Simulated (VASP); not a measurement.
# Si8N in VASP: notebook

Si8N is run at these levels: PBE; tasks: single point.

Everything below comes from runs of VASP 6.6.1. Logs are shortened: lines on timing, memory, paths and dates and some standing lists are left out, and cuts for length are marked.

### 1 The cell of the first run

The cell holds a slab with vacuum, 9 atoms: a = 3.851 Å, b = 6.365 Å, c = 19.753 Å, α = 90.00°, β = 90.00°, γ = 90.00°.

### 2 Single point, PBE, collinear spin, ferromagnetic start

INCAR

```
SYSTEM = Si8N
PREC = Accurate
ENCUT = 520
EDIFF = 1E-6
ISMEAR = 0
SIGMA = 0.05
LREAL = .FALSE.
LASPH = .TRUE.
NELM = 200
ALGO = Normal
ISIF = 2
LWAVE = .FALSE.
LCHARG = .FALSE.
ISPIN = 2
MAGMOM = 0 0 0 0 0 0 0 0 3
LORBIT = 11
LDIPOL = .TRUE.
IDIPOL = 3
DIPOL = 0.5 0.5 0.327
GGA = PE
NBANDS = 32
GGA_COMPAT = .FALSE.
NELMDL = -8
```

KPOINTS

```
Automatic mesh
0
G
  7 4 1
  0 0 0
```

POSCAR

```
Si8N
1.0
    3.8510822285      0.0000000000      0.0000000000
    0.0000000000      6.3646810443      0.0000000000
    0.0000000000      0.0000000000     19.7525435318
Si N
8 1
Direct
    0.0000000000      0.9370679282      0.2025055656
    0.0000000000      0.5629320718      0.2025055656
    0.5000000000      0.4370679282      0.2587875163
    0.5000000000      0.0629320718      0.2587875163
    0.5000000000      0.9333044702      0.3720589482
    0.5000000000      0.5666955298      0.3720589482
    0.0000000000      0.4259907587      0.4177964989
    0.0000000000      0.0740092413      0.4177964989
    0.5000000000      0.7593240921      0.4386138452
```

Potentials or basis: VASP PAW PBE potentials, release 64 (Si, N).

On the command line:

```
cat potpaw_PBE.64/Si/POTCAR potpaw_PBE.64/N/POTCAR > POTCAR
mpirun -np 1 vasp_std > vasp.out
```

OUTCAR:

```text
SYSTEM = Si8N
   PREC = Accurate
   ENCUT = 520
   EDIFF = 1E-6
   ISMEAR = 0
   LREAL = .FALSE.
   LASPH = .TRUE.
   NELM = 200
   ISIF = 2
   ISPIN = 2
   LORBIT = 11
   GGA = PE
   NELMDL = -8

 ion  position               nearest neighbor table
   1  0.000  0.937  0.203-   4 2.36   4 2.36   2 2.38
   2  0.000  0.563  0.203-   3 2.36   3 2.36   1 2.38
   3  0.500  0.437  0.259-   2 2.36   2 2.36   4 2.38   6 2.38
   4  0.500  0.063  0.259-   1 2.36   1 2.36   3 2.38   5 2.38
   5  0.500  0.933  0.372-   9 1.72   8 2.31   8 2.31   6 2.33   4 2.38
   6  0.500  0.567  0.372-   9 1.80   7 2.31   7 2.31   5 2.33   3 2.38
   7  0.000  0.426  0.418-   8 2.24   6 2.31   6 2.31
   8  0.000  0.074  0.418-   7 2.24   5 2.31   5 2.31
   9  0.500  0.759  0.439-   5 1.72   6 1.80

  LATTYP: Found a simple orthorhombic cell.
 ALAT       =     3.8510822285
 B/A-ratio  =     1.6526993366
 C/A-ratio  =     5.1290890092

  Lattice vectors:

 A1 = (   3.8510822285,   0.0000000000,   0.0000000000)
 A2 = (   0.0000000000,   6.3646810443,   0.0000000000)
 A3 = (   0.0000000000,   0.0000000000,  19.7525435318)

Analysis of symmetry for initial positions (statically):
=====================================================================
 Subroutine PRICEL returns:
 Original cell was already a primitive cell.

 Routine SETGRP: Setting up the symmetry group for a
 simple orthorhombic supercell.

 Subroutine GETGRP returns: Found  2 space group operations
 (whereof  2 operations were pure point group operations)
 out of a pool of  8 trial point group operations.

The static configuration has the point symmetry C_1h.

Analysis of symmetry for dynamics (positions and initial velocities):
=====================================================================
 Subroutine PRICEL returns:
 Original cell was already a primitive cell.

 Routine SETGRP: Setting up the symmetry group for a
 simple orthorhombic supercell.

 Subroutine GETGRP returns: Found  2 space group operations
 (whereof  2 operations were pure point group operations)
 out of a pool of  8 trial point group operations.

The dynamic configuration has the point symmetry C_1h.

Analysis of structural, dynamic, and magnetic symmetry:
=====================================================================
 Subroutine PRICEL returns:
 Original cell was already a primitive cell.

 Routine SETGRP: Setting up the symmetry group for a
 simple orthorhombic supercell.

 Subroutine GETGRP returns: Found  2 space group operations
 (whereof  2 operations were pure point group operations)
 out of a pool of  8 trial point group operations.

The overall configuration has the point symmetry C_1h.

 Subroutine INISYM returns: Found  2 space group operations
 (whereof  2 operations are pure point group operations),
 and found     1 'primitive' translations

----------------------------------------------------------------------------------------

                                     Primitive cell

  volume of cell :     484.1528

  direct lattice vectors                    reciprocal lattice vectors
     3.851082229  0.000000000  0.000000000     0.259667268  0.000000000  0.000000000
     0.000000000  6.364681044  0.000000000     0.000000000  0.157117064  0.000000000
     0.000000000  0.000000000 19.752543532     0.000000000  0.000000000  0.050626391

  length of vectors
     3.851082229  6.364681044 19.752543532     0.259667268  0.157117064  0.050626391

  position of ions in fractional coordinates (direct lattice)
     0.000000000  0.937067928  0.202505566
     0.000000000  0.562932072  0.202505566
     0.500000000  0.437067928  0.258787516
     0.500000000  0.062932072  0.258787516
     0.500000000  0.933304470  0.372058948
     0.500000000  0.566695530  0.372058948
     0.000000000  0.425990759  0.417796499
     0.000000000  0.074009241  0.417796499
     0.500000000  0.759324092  0.438613845

  ion indices of the primitive-cell ions
   primitive index   ion index
[... 59 lines left out ...]
   PREC   = accura    normal or accurate (medium, high low for compatibility)
   ISTART =      0    job   : 0-new  1-cont  2-samecut
   ICHARG =      2    charge: 1-file 2-atom 10-const
   ISPIN  =      2    spin polarized calculation?
   LNONCOLLINEAR =      F non collinear calculations
   LSORBIT =      F    spin-orbit coupling
   LASPH  =      T    aspherical Exc in radial PAW
   ENCUT  =  520.0 eV  38.22 Ry    6.18 a.u.   7.16 11.83 36.73*2*pi/ulx,y,z
   NELM   =    200;   NELMIN=  2; NELMDL= -8     # of ELM steps
   EDIFF  = 0.1E-05   stopping-criterion for ELM
   LREAL  =      F    real-space projection
   EDIFFG = 0.1E-04   stopping-criterion for IOM
   NSW    =      0    number of steps for IOM
   IBRION =     -1    ionic relax: 0-MD 1-quasi-New 2-CG
   NFREE  =      0    steps in history (QN), initial steepest desc. (CG)
   ISIF   =      2    stress and relaxation
   ISYM   =      2    0-nonsym 1-usesym 2-fastsym
   POTIM  = 0.5000    time-step for ionic-motion
   TEBEG  =    0.0;   TEEND  =   0.0 temperature during run
   PSTRESS=    0.0 pullay stress
   NELECT =      37.0000    total number of electrons
   NUPDOWN=      -1.0000    fix difference up-down
   EMIN   =  10.00;   EMAX   =-10.00  energy-range for DOS
   EFERMI =   0.00;   METHOD = LEGACY
   ISMEAR =     0;   SIGMA  =   0.05  broadening in eV -4-tet -1-fermi 0-gaus
   EFERMI_NEDOS =   21; number of points for ismear=-14 and -15
   IALGO  =     38    algorithm
   IMIX   =      4    mixing-type and parameters
     AMIX     =   0.40;   BMIX     =  1.00
     AMIX_MAG =   1.60;   BMIX_MAG =  1.00
  volume/ion in A,a.u.               =      53.79       363.02
  Fermi-wavevector in a.u.,A,eV,Ry     =   0.694728  1.312845  6.566804  0.482647
  Thomas-Fermi vector in A             =   1.777302
   LORBIT       =     11    0 simple, 1 ext, 2 COOP (PROOUT), +10 PAW based schemes
   GGA     = PE    functional components
   LHFCALC =     F    Hartree Fock is set to
   AEXX    =    0.0000 exact exchange contribution
   IVDW    =     0    specifies the selected vdW correction
   LEPSILON=     F    determine dielectric tensor
   LRPA    =     F    only Hartree local field effects (RPA)
 spin polarized calculation
 Gauss-broadening in eV      SIGMA  =   0.05
  energy-cutoff  :      520.00
  volume of cell :      484.15
 maximum number of plane-waves:     13082
 NGX is ok and might be reduce to    30
   NGX = 15   NGY = 23   NGZ = 73

 dipolmoment           0.000000      0.000000     -0.000443 electrons x Angstroem

 number of electron      37.0000000 magnetization       0.0000625

 dipolmoment           0.000000      0.000000      0.002016 electrons x Angstroem

 Free energy of the ion-electron system (eV)
  ---------------------------------------------------
  ext. energy  EPLUGINS =         0.00000000
  ---------------------------------------------------
  free energy    TOTEN  =       -44.77761656 eV

  energy without entropy =      -44.77267083  energy(sigma->0) =      -44.77514369

 E-fermi :  -1.2565     XC(G=0):  -4.0069

 val. band max:       -1.2583705797   @ k =   0.0000   0.0000   0.0000
 cond. band min:      -1.2465641306   @ k =   0.2857   0.0000   0.0000
 fundamental gap:      0.0118064492
 Fermi energy:        -1.2565375109

 spin component 1

 k-point     1 :       0.0000    0.0000    0.0000
  band No.  band energies     occupation
      1     -17.4011      1.00000
      2     -12.2929      1.00000
      3     -11.0036      1.00000
      4     -10.9079      1.00000
      5      -9.4122      1.00000
      6      -8.5292      1.00000
[... 385 lines left out ...]
     29       3.3597      0.00000
     30       3.8358      0.00000
 Fermi energy:        -1.2565375109

 spin component 2

 k-point     1 :       0.0000    0.0000    0.0000
  band No.  band energies     occupation
      1     -17.4011      1.00000
      2     -12.2929      1.00000
      3     -11.0036      1.00000
      4     -10.9079      1.00000
      5      -9.4122      1.00000
      6      -8.5292      1.00000
[... 385 lines left out ...]
     29       3.3598      0.00000
     30       3.8359      0.00000
 [bands above 30 left out]

------------------------ aborting loop because EDIFF is reached ----------------------------------------

 vacuum level on the upper side and lower side of the slab       (xc-potential included)         0.009        -0.006

  FORCE on cell =-STRESS in cart. coord.  units (eV):
  Direction    XX          YY          ZZ          XY          YZ          ZX
  --------------------------------------------------------------------------------------
  -------------------------------------------------------------------------------------
  Total        2.8665512      5.2406397     -0.3893449      0.0000000     -1.0893621      0.0000000
  in kB        9.4861026     17.3425288     -1.2884354      0.0000000     -3.6049595      0.0000000
  external PRESSURE =       8.5133987 kB  Pullay stress =       0.0000000 kB

 VOLUME and BASIS-vectors are now :
 -----------------------------------------------------------------------------
  energy-cutoff  :      520.00
  volume of cell :      484.15
      direct lattice vectors                 reciprocal lattice vectors
     3.851082229  0.000000000  0.000000000     0.259667268  0.000000000  0.000000000
     0.000000000  6.364681044  0.000000000     0.000000000  0.157117064  0.000000000
     0.000000000  0.000000000 19.752543532     0.000000000  0.000000000  0.050626391

 POSITION                                       TOTAL-FORCE (eV/Angst)
 -----------------------------------------------------------------------------------
      0.00000      5.96414      4.00000         0.000000     -0.599306      0.464377
      0.00000      3.58288      4.00000         0.000000      0.582409      0.430687
      1.92554      2.78180      5.11171         0.000000      0.456122     -0.673745
      1.92554      0.40054      5.11171         0.000000     -0.449823     -0.605020
      1.92554      5.94019      7.34911         0.000000      2.461929     -0.205802
      1.92554      3.60684      7.34911         0.000000     -1.612569      0.851167
      0.00000      2.71130      8.25254         0.000000     -0.071951     -0.135133
      0.00000      0.47105      8.25254         0.000000      0.143691     -0.160354
      1.92554      4.83286      8.66374         0.000000     -0.910501      0.033822
 -----------------------------------------------------------------------------------
    total drift:                                0.000000     -0.000098     -0.000182

  FREE ENERGIE OF THE ION-ELECTRON SYSTEM (eV)
  ---------------------------------------------------
  free  energy   TOTEN  =       -44.7776165591 eV

  energy  without entropy=      -44.7726708284  energy(sigma->0) =      -44.77514369

 vacuum level on the upper side and lower side of the slab         3.709         3.697

 total charge

# of ion       s       p       d       tot
------------------------------------------
    1        0.795   0.833   0.000   1.628
    2        0.794   0.835   0.000   1.629
    3        0.769   0.874   0.000   1.643
    4        0.768   0.875   0.000   1.643
    5        0.748   0.963   0.000   1.711
    6        0.745   0.939   0.000   1.684
    7        0.824   0.849   0.000   1.673
    8        0.828   0.845   0.000   1.673
    9        1.328   2.336   0.000   3.665
--------------------------------------------------
tot          7.599   9.349   0.000  16.947

 magnetization (x)

# of ion       s       p       d       tot
------------------------------------------
    1       -0.000   0.000   0.000   0.000
    2       -0.000  -0.000   0.000  -0.000
    3        0.000   0.000   0.000   0.000
    4        0.000   0.000   0.000   0.000
    5        0.000   0.000   0.000   0.000
    6        0.000  -0.000   0.000  -0.000
    7        0.000   0.000   0.000   0.000
    8        0.000   0.000   0.000   0.000
    9        0.000   0.000   0.000   0.000
--------------------------------------------------
tot          0.000   0.000   0.000   0.000
```

Run time: 8.9 min. Hardware: 1 thread of Intel Xeon 6975P-C (Granite Rapids), shared host; peak memory 0.82 GiB.

What came out:

```yaml
Free_energy: -44.7776 eV
Largest_force: 2.471 eV/Å
Net_moment: 0.00 μB per cell
Valence_electrons_inside_the_program's_atomic_spheres: Si 1.63, 1.64, 1.71, 1.68, 1.67 (each value once); N 3.67
```

Forces in eV/Å, atoms in the order of the input:
```
Si   0.000 -0.599  0.464
Si   0.000  0.582  0.431
Si   0.000  0.456 -0.674
Si   0.000 -0.450 -0.605
Si   0.000  2.462 -0.206
Si   0.000 -1.613  0.851
Si   0.000 -0.072 -0.135
Si   0.000  0.144 -0.160
N    0.000 -0.911  0.034
```

### 3 Single point, PBE, collinear spin, ferromagnetic start

INCAR

```
ALGO = Normal ; DIPOL = 0.5 0.5 0.325
EDIFF = 1E-6 ; ENCUT = 520
GGA = PE ; GGA_COMPAT = F
IDIPOL = 3 ; ISIF = 2
ISMEAR = 0 ; ISPIN = 2
LASPH = T ; LCHARG = T
LDIPOL = T ; LELF = T
LORBIT = 11 ; LREAL = F
LVACPOTAV = T ; LVHAR = T
LWAVE = F ; MAGMOM = 0 0 0 0 0 0 0 0 3
NBANDS = 32 ; NELM = 200
NELMDL = -8 ; PREC = Accurate
SIGMA = 0.05
```

KPOINTS

```
k-points
0
Gamma
  7 4 1
```

Edit POSCAR of step 2 so:

```diff
@@ -16,2 +16,2 @@
     0.0000000000      0.0740092413      0.4177964989
-    0.5000000000      0.7593240921      0.4386138452
+    0.0000000000      0.7593240921      0.4188931770
```

Potentials or basis: VASP PAW PBE potentials, release 64 (Si, N).

On the command line:

```
cat potpaw_PBE.64/Si/POTCAR potpaw_PBE.64/N/POTCAR > POTCAR
mpirun -np 1 vasp_std > vasp.out
```

Wall time 26 min (1 thread of Intel Xeon Platinum 8259CL at 2.50GHz (Skylake/Cascade Lake), shared host); peak memory 0.81 GiB.

The run converged. Its results:

- Free energy: -45.0189 eV
- Largest force: 2.226 eV/Å
- Net moment: 0.33 μB per cell
- Site moments: Si +0.01, +0.04 (each value once); N +0.03 μB
- Valence electrons inside the program's atomic spheres: Si 1.63, 1.65, 1.64 (each value once); N 3.52

Forces in eV/Å, atoms in the order of the input:
```
Si   0.000 -0.731  0.630
Si   0.000  0.724  0.639
Si   0.000  0.155 -0.736
Si   0.000 -0.144 -0.691
Si   0.000  0.205 -0.340
Si   0.000 -0.402 -0.262
Si   0.000  1.995  0.408
Si   0.000 -2.199  0.346
N    0.000  0.398  0.005
```

Levels at points of the mesh, in eV from the Fermi level:
Spin up:
```csv
k point,band 17,band 18,band 19,band 20,band 21,band 22
"(0.00, 0.00, 0.00)",-0.37,-0.30,-0.20,0.02,0.58,1.50
"(0.00, 0.50, 0.00)",-1.18,-0.61,-0.43,0.97,1.04,1.51
```
Spin down:
| k point | band 14 | band 15 | band 16 | band 17 | band 18 | band 19 | band 20 | band 21 | band 22 | band 23 |
| --- | --- | --- | --- | --- | --- | --- | --- | --- | --- | --- |
| (0.00, 0.00, 0.00) | -1.70 | -1.37 | -0.96 | -0.29 | -0.26 | -0.17 | 0.10 | 0.63 | 1.53 | 2.02 |
| (0.00, 0.50, 0.00) | -1.91 | -1.45 | -1.30 | -1.16 | -0.52 | -0.38 | 1.08 | 1.09 | 1.55 | 2.09 |
